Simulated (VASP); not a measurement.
# Mn (P6_3/mmc) in VASP: notebook

The runs below take Mn through single point, with LDA, r2SCAN, PBEsol.

Everything below comes from runs of VASP 6.6.1. Logs are shortened: lines on timing, memory, paths and dates and some standing lists are left out, and cuts for length are marked.

## Step 1: The cell of the first run

It takes space group P6_3/mmc (No. 194, hexagonal). The conventional cell has a = 2.484 Å, b = 2.484 Å, c = 4.026 Å, α = 90.00°, β = 90.00°, γ = 120.00°. Mn (site symmetry -6m2) has 12 Mn at 2.47 to 2.48 Å within 3.3 Å.

## Step 2: Single point, LDA, collinear spin, ferromagnetic start

INCAR reads:

```
PREC = Accurate ; ENCUT = 520
EDIFF = 1E-7 ; ISMEAR = -1
SIGMA = 0.05 ; LREAL = False
LASPH = True ; NELM = 150
ALGO = Normal ; ISIF = 2
LWAVE = False ; LCHARG = True
ISPIN = 2 ; MAGMOM = 4 4
LORBIT = 11 ; LMAXMIX = 4
LELF = True ; LVHAR = True
NBANDS = 24
```

KPOINTS reads:

```
regular mesh
0
Gamma
  7 7 4
```

POSCAR reads:

```
Mn
1.0
    2.4836457705      0.0000000000      0.0000000000
   -1.2418228853      2.1509003313      0.0000000000
    0.0000000000      0.0000000000      4.0261950000
Mn
2
Direct
    0.3333333333      0.6666666667      0.2500000000
    0.6666666667      0.3333333333      0.7500000000
```

Potentials or basis: VASP PAW LDA potentials, release 64 (Mn_pv).

Launch:

```
$ cat potpaw_LDA.64/Mn_pv/POTCAR > POTCAR
$ mpirun -np 1 vasp_std > vasp.out
```

OUTCAR:

```text
PREC = Accurate
   ENCUT = 520
   EDIFF = 1E-7
   ISMEAR = -1
   LREAL = False
   LASPH = True
   NELM = 150
   ISIF = 2
   ISPIN = 2
   LORBIT = 11

 ion  position               nearest neighbor table
   1  0.333  0.667  0.250-   2 2.47   2 2.47   2 2.47   2 2.47   2 2.47   2 2.47
   2  0.667  0.333  0.750-   1 2.47   1 2.47   1 2.47   1 2.47   1 2.47   1 2.47

  LATTYP: Found a hexagonal cell.
 ALAT       =     2.4836457705
 C/A-ratio  =     1.6210826229

  Lattice vectors:

 A1 = (   2.4836457705,   0.0000000000,   0.0000000000)
 A2 = (  -1.2418228853,   2.1509003313,   0.0000000000)
 A3 = (   0.0000000000,   0.0000000000,   4.0261950000)

Analysis of symmetry for initial positions (statically):
=====================================================================
 Subroutine PRICEL returns:
 Original cell was already a primitive cell.

 Routine SETGRP: Setting up the symmetry group for a
 hexagonal supercell.

 Subroutine GETGRP returns: Found 24 space group operations
 (whereof 12 operations were pure point group operations)
 out of a pool of 24 trial point group operations.

The static configuration has the point symmetry D_3d.
 The point group associated with its full space group is D_6h.

Analysis of symmetry for dynamics (positions and initial velocities):
=====================================================================
 Subroutine PRICEL returns:
 Original cell was already a primitive cell.

 Routine SETGRP: Setting up the symmetry group for a
 hexagonal supercell.

 Subroutine GETGRP returns: Found 24 space group operations
 (whereof 12 operations were pure point group operations)
 out of a pool of 24 trial point group operations.

The dynamic configuration has the point symmetry D_3d.
 The point group associated with its full space group is D_6h.

Analysis of structural, dynamic, and magnetic symmetry:
=====================================================================
 Subroutine PRICEL returns:
 Original cell was already a primitive cell.

 Routine SETGRP: Setting up the symmetry group for a
 hexagonal supercell.

 Subroutine GETGRP returns: Found 24 space group operations
 (whereof 12 operations were pure point group operations)
 out of a pool of 24 trial point group operations.

The overall configuration has the point symmetry D_3d.
 The point group associated with its full space group is D_6h.

 Subroutine INISYM returns: Found 24 space group operations
 (whereof 12 operations are pure point group operations),
 and found     1 'primitive' translations

----------------------------------------------------------------------------------------

                                     Primitive cell

  volume of cell :      21.5082

  direct lattice vectors                    reciprocal lattice vectors
     2.483645770  0.000000000  0.000000000     0.402633907  0.232460795  0.000000000
    -1.241822885  2.150900331  0.000000000     0.000000000  0.464921589  0.000000000
     0.000000000  0.000000000  4.026195000     0.000000000  0.000000000  0.248373464

  length of vectors
     2.483645770  2.483645771  4.026195000     0.464921589  0.464921589  0.248373464

  position of ions in fractional coordinates (direct lattice)
     0.333333333  0.666666667  0.250000000
     0.666666667  0.333333333  0.750000000

  ion indices of the primitive-cell ions
   primitive index   ion index
                 1           1
                 2           2

----------------------------------------------------------------------------------------

 KPOINTS: regular mesh

Automatic generation of k-mesh.
 Grid dimensions read from file:
 generate k-points for:    7    7    4

 Generating k-lattice:

  Cartesian coordinates                     Fractional coordinates (reciprocal lattice)
     0.057519130  0.033208685  0.000000000     0.142857143  0.000000000  0.000000000
     0.000000000  0.066417370  0.000000000     0.000000000  0.142857143  0.000000000
     0.000000000  0.000000000  0.062093366     0.000000000  0.000000000  0.250000000

  Length of vectors
     0.066417370  0.066417370  0.062093366

  Shift w.r.t. Gamma in fractional coordinates (k-lattice)
     0.000000000  0.000000000  0.000000000

 Subroutine IBZKPT returns following result:
 ===========================================

 Found     24 irreducible k-points:

 Following reciprocal coordinates:
            Coordinates               Weight
  0.000000  0.000000  0.000000      1.000000
  0.142857  0.000000  0.000000      6.000000
  0.285714  0.000000  0.000000      6.000000
  0.428571  0.000000  0.000000      6.000000
  0.142857  0.142857  0.000000      6.000000
  0.285714  0.142857  0.000000     12.000000
[... 16 lines left out ...]
  0.428571  0.142857  0.500000      6.000000
  0.285714  0.285714  0.500000      6.000000
   k-points           NKPTS =     24   k-points in BZ     NKDIM =     24   number of bands    NBANDS=     24
   number of dos      NEDOS =    301   number of ions     NIONS =      2
   total plane-waves  NPLWV =   9720
   dimension x,y,z NGX =    18 NGY =   18 NGZ =   30
   dimension x,y,z NGXF=    36 NGYF=   36 NGZF=   60
   ions per type =               2
   NGX,Y,Z   is equivalent  to a cutoff of  12.05, 12.05, 12.39 a.u.
   NGXF,Y,Z  is equivalent  to a cutoff of  24.10, 24.10, 24.77 a.u.
 SYSTEM =  unknown system
   PREC   = accura    normal or accurate (medium, high low for compatibility)
   ISTART =      0    job   : 0-new  1-cont  2-samecut
   ICHARG =      2    charge: 1-file 2-atom 10-const
   ISPIN  =      2    spin polarized calculation?
   LNONCOLLINEAR =      F non collinear calculations
   LSORBIT =      F    spin-orbit coupling
   LASPH  =      T    aspherical Exc in radial PAW
   ENCUT  =  520.0 eV  38.22 Ry    6.18 a.u.   4.62  4.62  7.49*2*pi/ulx,y,z
   NELM   =    150;   NELMIN=  2; NELMDL= -5     # of ELM steps
   EDIFF  = 0.1E-06   stopping-criterion for ELM
   LREAL  =      F    real-space projection
   EDIFFG = 0.1E-05   stopping-criterion for IOM
   NSW    =      0    number of steps for IOM
   IBRION =     -1    ionic relax: 0-MD 1-quasi-New 2-CG
   NFREE  =      0    steps in history (QN), initial steepest desc. (CG)
   ISIF   =      2    stress and relaxation
   ISYM   =      2    0-nonsym 1-usesym 2-fastsym
   POTIM  = 0.5000    time-step for ionic-motion
   TEBEG  =    0.0;   TEEND  =   0.0 temperature during run
   PSTRESS=    0.0 pullay stress
   NELECT =      26.0000    total number of electrons
   NUPDOWN=      -1.0000    fix difference up-down
   EMIN   =  10.00;   EMAX   =-10.00  energy-range for DOS
   EFERMI =   0.00;   METHOD = LEGACY
   ISMEAR =    -1;   SIGMA  =   0.05  broadening in eV -4-tet -1-fermi 0-gaus
   EFERMI_NEDOS =   21; number of points for ismear=-14 and -15
   IALGO  =     38    algorithm
   IMIX   =      4    mixing-type and parameters
     AMIX     =   0.40;   BMIX     =  1.00
     AMIX_MAG =   1.60;   BMIX_MAG =  1.00
  volume/ion in A,a.u.               =      10.75        72.57
  Fermi-wavevector in a.u.,A,eV,Ry     =   1.743938  3.295565 41.379665  3.041320
  Thomas-Fermi vector in A             =   2.815914
   LORBIT       =     11    0 simple, 1 ext, 2 COOP (PROOUT), +10 PAW based schemes
   GGA     = CA    functional components
   LHFCALC =     F    Hartree Fock is set to
   AEXX    =    0.0000 exact exchange contribution
   IVDW    =     0    specifies the selected vdW correction
   LEPSILON=     F    determine dielectric tensor
   LRPA    =     F    only Hartree local field effects (RPA)
 spin polarized calculation
  energy-cutoff  :      520.00
  volume of cell :       21.51
 maximum number of plane-waves:       590
   NGX =  9   NGY =  9   NGZ = 15

 number of electron      26.0000029 magnetization      -0.0003368

 number of electron      26.0000029 magnetization       0.0008050

 Free energy of the ion-electron system (eV)
  ---------------------------------------------------
  ext. energy  EPLUGINS =         0.00000000
  ---------------------------------------------------
  free energy    TOTEN  =       -20.24414220 eV

  energy without entropy =      -20.21598758  energy(sigma->0) =      -20.23006489

 E-fermi :  10.1322     XC(G=0): -14.3642

 val. band max:       10.0835442091   @ k =   0.1429   0.1429   0.0000
 cond. band min:      10.1426883244   @ k =   0.2857   0.0000   0.5000
 fundamental gap:      0.0591441153
 Fermi energy:        10.1321574906

 spin component 1

 k-point     1 :       0.0000    0.0000    0.0000
  band No.  band energies     occupation
      1     -37.7149      1.00000
      2     -37.0218      1.00000
      3     -37.0218      1.00000
      4     -36.9205      1.00000
      5     -36.9152      1.00000
      6     -36.9152      1.00000
[... 16 lines left out ...]
     23      36.4698      0.00000
     24      36.4698      0.00000

 k-point     2 :       0.1429    0.0000    0.0000
  band No.  band energies     occupation
      1     -37.6640      1.00000
      2     -37.1318      1.00000
      3     -37.0564      1.00000
      4     -37.0282      1.00000
      5     -36.9402      1.00000
      6     -36.9320      1.00000
[... 16 lines left out ...]
     23      34.2887      0.00000
     24      34.8349      0.00000

 k-point     3 :       0.2857    0.0000    0.0000
  band No.  band energies     occupation
      1     -37.5334      1.00000
      2     -37.3822      1.00000
      3     -37.2711      1.00000
      4     -37.1302      1.00000
      5     -37.0003      1.00000
      6     -36.9732      1.00000
[... 16 lines left out ...]
     23      30.9932      0.00000
     24      33.5953      0.00000
[... 514 lines left out ...]
 k-point    23 :       0.4286    0.1429    0.5000
  band No.  band energies     occupation
      1     -37.6243      1.00000
      2     -37.6243      1.00000
      3     -37.2203      1.00000
      4     -37.2203      1.00000
      5     -37.0700      1.00000
      6     -37.0700      1.00000
[... 16 lines left out ...]
     23      31.2334      0.00000
     24      31.2334      0.00000

 k-point    24 :       0.2857    0.2857    0.5000
  band No.  band energies     occupation
      1     -37.5588      1.00000
      2     -37.5588      1.00000
      3     -37.3247      1.00000
      4     -37.3247      1.00000
      5     -37.0592      1.00000
      6     -37.0592      1.00000
[... 16 lines left out ...]
     23      32.4272      0.00000
     24      32.4272      0.00000
 Fermi energy:        10.1321574906

 spin component 2

 k-point     1 :       0.0000    0.0000    0.0000
  band No.  band energies     occupation
      1     -37.7145      1.00000
      2     -37.0214      1.00000
      3     -37.0214      1.00000
      4     -36.9201      1.00000
      5     -36.9148      1.00000
      6     -36.9148      1.00000
[... 16 lines left out ...]
     23      36.4700      0.00000
     24      36.4700      0.00000

 k-point     2 :       0.1429    0.0000    0.0000
  band No.  band energies     occupation
      1     -37.6636      1.00000
      2     -37.1315      1.00000
      3     -37.0560      1.00000
      4     -37.0278      1.00000
      5     -36.9397      1.00000
      6     -36.9317      1.00000
[... 16 lines left out ...]
     23      34.2888      0.00000
     24      34.8349      0.00000

 k-point     3 :       0.2857    0.0000    0.0000
  band No.  band energies     occupation
      1     -37.5329      1.00000
      2     -37.3819      1.00000
      3     -37.2708      1.00000
      4     -37.1298      1.00000
      5     -36.9999      1.00000
      6     -36.9728      1.00000
[... 16 lines left out ...]
     23      30.9932      0.00000
     24      33.5953      0.00000
[... 514 lines left out ...]
 k-point    23 :       0.4286    0.1429    0.5000
  band No.  band energies     occupation
      1     -37.6240      1.00000
      2     -37.6240      1.00000
      3     -37.2200      1.00000
      4     -37.2200      1.00000
      5     -37.0696      1.00000
      6     -37.0696      1.00000
[... 16 lines left out ...]
     23      31.2335      0.00000
     24      31.2335      0.00000

 k-point    24 :       0.2857    0.2857    0.5000
  band No.  band energies     occupation
      1     -37.5585      1.00000
      2     -37.5585      1.00000
      3     -37.3243      1.00000
      4     -37.3243      1.00000
      5     -37.0588      1.00000
      6     -37.0588      1.00000
[... 16 lines left out ...]
     23      32.4274      0.00000
     24      32.4274      0.00000

------------------------ aborting loop because EDIFF is reached ----------------------------------------

  FORCE on cell =-STRESS in cart. coord.  units (eV):
  Direction    XX          YY          ZZ          XY          YZ          ZX
  --------------------------------------------------------------------------------------
  -------------------------------------------------------------------------------------
  Total       -2.6932086     -2.6932086     -2.4424599      0.0000000     -0.0000000      0.0000000
  in kB     -200.6207368   -200.6207368   -181.9421329      0.0000000     -0.0000000      0.0000000
  external PRESSURE =    -194.3945355 kB  Pullay stress =       0.0000000 kB

 VOLUME and BASIS-vectors are now :
 -----------------------------------------------------------------------------
  energy-cutoff  :      520.00
  volume of cell :       21.51
      direct lattice vectors                 reciprocal lattice vectors
     2.483645770  0.000000000  0.000000000     0.402633907  0.232460795  0.000000000
    -1.241822885  2.150900331  0.000000000     0.000000000  0.464921589  0.000000000
     0.000000000  0.000000000  4.026195000     0.000000000  0.000000000  0.248373464

 POSITION                                       TOTAL-FORCE (eV/Angst)
 -----------------------------------------------------------------------------------
     -0.00000      1.43393      1.00655        -0.000000      0.000000      0.000000
      1.24182      0.71697      3.01965         0.000000      0.000000      0.000000
 -----------------------------------------------------------------------------------
    total drift:                               -0.000000      0.000000     -0.000000

  FREE ENERGIE OF THE ION-ELECTRON SYSTEM (eV)
  ---------------------------------------------------
  free  energy   TOTEN  =       -20.2441421975 eV

  energy  without entropy=      -20.2159875828  energy(sigma->0) =      -20.23006489

 total charge

# of ion       s       p       d       tot
------------------------------------------
    1        0.427   6.395   5.175  11.997
    2        0.427   6.395   5.175  11.997
--------------------------------------------------
tot          0.853  12.790  10.351  23.993

 magnetization (x)

# of ion       s       p       d       tot
------------------------------------------
    1       -0.000   0.000   0.000   0.000
    2       -0.000   0.000   0.000   0.000
--------------------------------------------------
tot         -0.000   0.000   0.001   0.001
```

Run time: 18 s. Hardware: 1 thread of Intel Xeon Platinum 8259CL at 2.50GHz (Skylake/Cascade Lake), shared host; peak memory 0.13 GiB.

What came out:

- Free energy: -20.2441 eV
- Pressure: -19.4 GPa
- Band gap on the k mesh: zero (filled and empty bands overlap)
- Net moment: 0.00 μB per cell
- Valence electrons inside the program's atomic spheres: Mn 12.00

Stress tensor (GPa, compression positive):
```
-20.06   0.00   0.00
  0.00 -20.06   0.00
  0.00   0.00 -18.19
```

Caveat: the k points lie up to 0.42 Å⁻¹ apart; the starting moments collapsed, and a magnetic state may lie lower.

(Part 1 of 2 ends here.)
